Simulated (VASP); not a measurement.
A run of VASP 6.6.1 is set up as follows.

The input INCAR:

```
PREC = Accurate
ENCUT = 520
EDIFF = 1E-6
ISMEAR = 0
SIGMA = 0.02
LREAL = False
LASPH = True
NELM = 60
ALGO = Normal
ISIF = 2
LWAVE = False
LCHARG = False
GGA = PE
NBANDS = 12
```

File KPOINTS:

```
Automatic mesh
0
Gamma
  10 10 10
```

POSCAR

```
LiF
1.0
    0.0000000000      2.0342203049      2.0342203049
    2.0342203049      0.0000000000      2.0342203049
    2.0342203049      2.0342203049      0.0000000000
Li F
1 1
Direct
    0.5000000000      0.5000000000      0.5000000000
    0.0000000000      0.0000000000      0.0000000000
```

Potentials or basis: VASP PAW PBE potentials, release 64 (Li_sv, F).

The run is started by

```sh
$ cat potpaw_PBE.64/Li_sv/POTCAR potpaw_PBE.64/F/POTCAR > POTCAR
$ mpirun -np 1 vasp_std > vasp.out
```

(1) Estimate the band gap on the k mesh.

Answers

(1) 8.83 eV.
